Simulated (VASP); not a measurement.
Write the native input for VASP 6.6.1 that does the following.

```
Task                   : single point
Functional             : PBE
Potentials or basis    : VASP PAW PBE potentials, release 64 (Cs_sv, Pb_d, Cl)
Cutoff                 : 520 eV
k mesh                 : 6 × 6 × 6
Occupations            : gaussian, width 0.05 eV
Spin                   : no spin polarisation
Dipole correction      : no
Further INCAR settings : ALGO = Normal; EDIFF = 1e-06; NBANDS = 30
```

The structure of CsPbCl3 lies in POSCAR:

```
CsPbCl3
1.0
    5.6890750000      0.0000000000      0.0000000000
    0.0000000000      5.5209250000      0.0000000000
    0.0000000000      0.0000000000      5.6050000000
Cs Pb Cl
1 1 3
Direct
    0.0000000000      0.0000000000      0.0000000000
    0.5000000000      0.5000000000      0.5000000000
    0.0000000000      0.5000000000      0.5000000000
    0.5000000000      0.0000000000      0.5000000000
    0.5000000000      0.5000000000      0.0000000000
```

This cell differs from its parent crystal: strain +0.0150 x Voigt [1, -1, 0, 0, 0, 0].

These files were run (other wordings do the same):

INCAR

```
SYSTEM = CsPbCl3
ALGO = Normal ; EDIFF = 1E-6
ENCUT = 520 ; GGA = PE
ISIF = 2 ; ISMEAR = 0
LASPH = .TRUE. ; LCHARG = .TRUE.
LELF = .TRUE. ; LREAL = .FALSE.
LVHAR = .TRUE. ; LWAVE = .FALSE.
NBANDS = 30 ; NELM = 100
PREC = Accurate ; SIGMA = 0.05
```

KPOINTS

```
k-points
0
G
  6 6 6
  0 0 0
```

Potentials or basis: VASP PAW PBE potentials, release 64 (Cs_sv, Pb_d, Cl).

Command:

```sh
$ cat potpaw_PBE.64/Cs_sv/POTCAR potpaw_PBE.64/Pb_d/POTCAR potpaw_PBE.64/Cl/POTCAR > POTCAR
$ mpirun -np 1 vasp_std > vasp.out
```

It gave:

```
Pressure               : 1.8 GPa
Band gap on the k mesh : 1.82 eV
```

Caveat: the cell differs from its parent crystal (strain +0.0150 x Voigt [1, -1, 0, 0, 0, 0]); spin-orbit coupling is left out, which moves the levels of the heavy elements.

Run time: 2.7 min on 1 thread of Intel(R) Xeon(R) Platinum 8559C (Emerald Rapids) (shared host), peak memory 0.46 GiB.
